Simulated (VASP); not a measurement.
Crystal: B2F.

```
B F
1.0
     2.56907    0.00000    0.00000
    -1.28453    2.22488    0.00000
     0.00000    0.00000    4.90851
B F
2 1
Direct
  0.00000 0.00000 0.74406
  0.00000 0.00000 0.25594
  0.00000 0.00000 0.00000
```

| Property | Result |
| --- | --- |
| Program | VASP 6.6.1 |
| Task | relaxation of cell and atoms |
| Functional | PBE |
| Potentials or basis | VASP PAW PBE potentials, release 64 (B, F) |
| Cutoff | 600 eV |
| k mesh | 6 × 6 × 4 |
| Occupations | gaussian, width 0.1 eV |
| Spin | no spin polarisation |

At the start: pressure 25.8 GPa; volume 9.35 Å³/atom.

**Question.** Where does the relaxation end?

**Answer.** Over 15 steps the energy falls by 1269.3 meV/atom and the volume is 7.13 Å³/atom (-23.8 %); space group P6/mmm (No. 191, to 0.05 Å).

Step by step:
| step | energy change (eV) | largest force (eV/Å) | pressure (GPa) | volume (Å³) |
| --- | --- | --- | --- | --- |
| 1 | 0.0000 | 11.0752 | 25.84 | 28.06 |
| 2 | -0.8093 | 0.4010 | -31.76 | 32.95 |
| 3 | -0.9552 | 0.3003 | -32.64 | 32.59 |
| 4 | -1.1932 | 0.5780 | -33.94 | 32.16 |
| 5 | -2.5799 | 0.6611 | -32.64 | 30.31 |
| 6 | -2.7617 | 1.3165 | -22.90 | 29.23 |
| 7 | -2.7983 | 0.4654 | -27.31 | 29.58 |
| 8 | -2.8000 | 0.6485 | -26.32 | 29.50 |
| 9 | -3.6201 | 0.0688 | -16.44 | 24.29 |
| 10 | -3.7813 | 0.5515 | -3.84 | 22.00 |
| 11 | -3.7842 | 0.6728 | -1.26 | 21.66 |
| 12 | -3.7838 | 0.6208 | -2.38 | 21.80 |
| 13 | -3.8077 | 0.0506 | -0.59 | 21.46 |
| 14 | -3.8077 | 0.0468 | -0.56 | 21.47 |
| 15 | -3.8080 | 0.0009 | -0.07 | 21.39 |

Final structure:
```
B F
1.0
     2.20702    0.00000    0.00000
    -1.10351    1.91134    0.00000
     0.00000    0.00000    5.07011
B F
2 1
Direct
  0.00000 0.00000 0.68889
  0.00000 0.00000 0.31111
  0.00000 0.00000 0.00000
```

Caveat: the k points lie up to 0.55 Å⁻¹ apart in the final cell; the volume moved by over 15 % at a fixed basis, so the end points are rough; an odd number of electrons without spin polarisation forces a metal; a magnetic or distorted state may lie lower.
